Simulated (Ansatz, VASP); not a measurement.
## Sb: VASP beside Ansatz

```
CELL_PARAMETERS angstrom
0.00000 2.35021 2.35021
2.35021 0.00000 2.35021
2.35021 2.35021 0.00000
ATOMIC_POSITIONS crystal
Sb 0.00000 0.00000 0.00000
```

Change from the starting cell: volume scaled by 1.06, crystal datasets.

Alike in both runs: task electric field gradients; functional PBEsol; k mesh 14 × 14 × 14; occupations fermi-dirac, width 0.03 eV; no spin polarisation.

|  | VASP | Ansatz |
| --- | --- | --- |
| version | VASP 6.6.1 | Ansatz 0.2.0 |
| potentials or method | VASP PAW PBE potentials, release 64 (Sb), cutoff 520 eV | all-electron PAW with datasets made for the crystal, scalar-relativistic |

```tsv
	VASP	Ansatz	Ansatz less VASP
pressure (GPa)	0.5	0.5	+0.02
```

VASP's potentials were made for PBE, not for PBEsol. Ansatz ran all-electron here, and VASP with PAW potentials.

Spin-orbit coupling is off throughout.
